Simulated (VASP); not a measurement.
ScSb2P3:

```
Sc Sb P
1.0
     5.66717    0.00000    0.00000
    -2.83358    4.90791    0.00000
     0.00000    0.00000    4.85287
Sc Sb P
1 2 3
Direct
  0.00000 0.00000 0.07442
  0.66667 0.33333 0.52385
  0.33333 0.66667 0.52385
  0.00000 0.50000 0.01596
  0.50000 0.00000 0.01596
  0.50000 0.50000 0.01596
```

The cell was generated, and may not be a known phase.

```yaml
Program: VASP 6.6.1
Task: relaxation of cell and atoms
Functional: PBE
Potentials_or_basis: VASP PAW PBE potentials, release 64 (Sc_sv, Sb, P)
Cutoff: 600 eV
k_mesh: 6 × 6 × 4
Occupations: gaussian, width 0.1 eV
Spin: no spin polarisation
```

At the start: pressure -1.2 GPa; volume 22.50 Å³/atom.

Where does the relaxation end?

Over 32 steps the energy falls by 116.8 meV/atom and the volume is 21.51 Å³/atom (-4.4 %); space group P6mm (No. 183, to 0.1 Å) before and after.

The path:
| step | energy change (eV) | largest force (eV/Å) | pressure (GPa) | volume (Å³) |
| --- | --- | --- | --- | --- |
| 1 | 0.0000 | 0.0651 | -1.17 | 134.98 |
| 2 | -0.0588 | 0.0964 | 0.65 | 131.77 |
| 3 | -0.0655 | 0.2460 | 4.52 | 125.82 |
| 4 | -0.0814 | 0.1398 | 2.53 | 128.66 |
| 5 | -0.1150 | 0.1758 | 2.57 | 128.76 |
| 6 | -0.1813 | 0.3387 | 2.59 | 128.96 |
| 7 | -0.2597 | 0.6422 | 3.17 | 128.86 |
| 8 | -0.3226 | 0.5697 | 0.64 | 133.62 |
| 9 | -0.3260 | 0.5464 | -0.03 | 135.06 |
| 10 | -0.3424 | 0.5452 | -0.27 | 135.14 |
| 11 | -0.3712 | 0.5276 | -0.89 | 135.37 |
| 12 | -0.3560 | 0.4068 | -1.73 | 135.72 |
| 13 | -0.3748 | 0.5040 | -1.23 | 135.51 |
| 14 | -0.3854 | 0.5105 | -1.08 | 135.02 |
| 15 | -0.4140 | 0.5273 | -0.61 | 133.57 |
| 16 | -0.4545 | 0.5390 | 0.40 | 130.70 |
| 17 | -0.4335 | 0.4518 | 2.96 | 125.07 |
| 18 | -0.4648 | 0.5187 | 1.19 | 128.76 |
| 19 | -0.4988 | 0.4809 | 1.12 | 128.56 |
| 20 | -0.5866 | 0.3538 | 0.92 | 127.94 |
| 21 | -0.6271 | 0.4236 | 1.05 | 126.62 |
| 22 | -0.6415 | 0.4092 | 0.93 | 127.12 |
| 23 | -0.6702 | 0.2989 | 0.19 | 128.47 |
| 24 | -0.6842 | 0.1715 | -0.75 | 130.46 |
| 25 | -0.6915 | 0.1314 | -0.17 | 129.44 |
| 26 | -0.6931 | 0.1004 | 0.26 | 128.70 |
| 27 | -0.6970 | 0.1008 | 0.17 | 128.77 |
| 28 | -0.6988 | 0.1028 | 0.03 | 128.88 |
| 29 | -0.6989 | 0.1028 | 0.06 | 128.87 |
| 30 | -0.6997 | 0.0832 | -0.05 | 129.03 |
| 31 | -0.7004 | 0.0434 | -0.24 | 129.36 |
| 32 | -0.7010 | 0.0352 | -0.08 | 129.04 |

Final structure:
```
Sc Sb P
1.0
     5.17683    0.00000    0.00000
    -2.58842    4.48327    0.00000
     0.00000    0.00000    5.55995
Sc Sb P
1 2 3
Cartesian
  0.0000 0.0000 1.0714
  2.5884 1.4944 2.7912
  0.0000 2.9888 2.7912
  -1.2942 2.2416 5.5104
  2.5884 0.0000 5.5104
  1.2942 2.2416 5.5104
```
